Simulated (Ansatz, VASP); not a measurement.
**Two plane-wave programs on Cr**

File POSCAR:

```
Cr
1.0
    4.0108775422      0.0000000000      0.0000000000
   -2.0054387711      3.4735218430      0.0000000000
    0.0000000000      0.0000000000      2.4220940111
Cr
3
Direct
    1.0000000000      1.0000000000      0.0000000000
    0.3333333333      0.6666666667      0.5000000000
    0.6666666667      0.3333333333      0.5000000000
```

Contents of INCAR.step1:

```
SYSTEM = Cr
  ALGO = Normal
  EDIFF = 1E-4
  ENCUT = 520
  GGA = PE
  ISMEAR = -1
  ISPIN = 2
  LASPH = .True.
  LCHARG = .False.
  LMAXMIX = 4
  LREAL = .False.
  LWAVE = .True.
  MAGMOM = 2.301 0.494 0.494
  NBANDS = 29
  NELM = 150
  PREC = Accurate
  SIGMA = 0.05
```

INCAR.step2

```
SYSTEM = Cr
  ALGO = Normal
  EDIFF = 1E-7
  ENCUT = 520
  ISIF = 2
  ISMEAR = -1
  ISPIN = 2
  ISTART = 1
  LASPH = .True.
  LCHARG = .True.
  LELF = .True.
  LMAXMIX = 4
  LMIXTAU = .True.
  LORBIT = 11
  LREAL = .False.
  LVHAR = .True.
  LWAVE = .False.
  MAGMOM = 2.301 0.494 0.494
  METAGGA = R2SCAN
  NBANDS = 29
  NELM = 150
  PREC = Accurate
  SIGMA = 0.05
```

The input KPOINTS:

```
k-points
0
Gamma
  10 10 14
  0 0 0
```

Input for Ansatz:

```yaml
crystal:
  lattice:
    - [4.0108775422, 0.0, 0.0]
    - [-2.0054387711, 3.473521843, 0.0]
    - [0.0, 0.0, 2.4220940111]
  atoms:
    - { symbol: Cr, position: [1.0, 1.0, 0.0], spin: 2.301 }
    - { symbol: Cr, position: [0.3333333333, 0.6666666667, 0.5], spin: 0.494 }
    - { symbol: Cr, position: [0.6666666667, 0.3333333333, 0.5], spin: 0.494 }
hamiltonian:
  xc: r2scan
  pseudopotentials:
    kind: paw
    azcp:
      Cr: "pseudopotentials/Cr.paw.azcp"
basis:
  ecutwfc: 500
  fft_grid_basis: typed
kpoints:
  mp_grid: { grid: [10, 10, 14], shift: [0, 0, 0] }
magnetization:
  spin_polarized: true
scf:
  occupations: { method: fermi_dirac, width: 0.05 }
  lower_state_search: "off"
output:
  stress: true
```

Alike in both runs: task single point; functional r2SCAN; k mesh 10 × 10 × 14; occupations fermi-dirac, width 0.05 eV; collinear spin.

|  | VASP | Ansatz |
| --- | --- | --- |
| version | VASP 6.6.1 | Ansatz 0.2.0 |
| potentials or method | VASP PAW PBE potentials, release 64 (Cr_pv), cutoff 520 eV | plane waves (500 eV) with PAW, scalar-relativistic |
| valence electrons in the cell | 36 | 42 |

Ansatz gave:

```
pressure (GPa)                                                : 10.7
traceless stress, the component that is largest in VASP (GPa) : -20.28
net moment per atom (μB)                                      : 0.62
size of the moment on the site where the two differ most (μB) : 0.53
```

Question: Estimate VASP's values.

Answer: Pressure (GPa): 11.6; traceless stress, the component that is largest in VASP (GPa): -20.55; net moment per atom (μB): 0.62; size of the moment on the site where the two differ most (μB): 0.59.

VASP's potentials were made for PBE, not for r2SCAN. Site moments also hang on the region over which each program counts them. The functional is the same, so the differences come from potentials, cutoffs and numerics. VASP's potentials hold 36 valence electrons a cell and Ansatz's 42, so a difference there can come from the potentials and not from the codes. Ansatz's warnings: stability check not made.
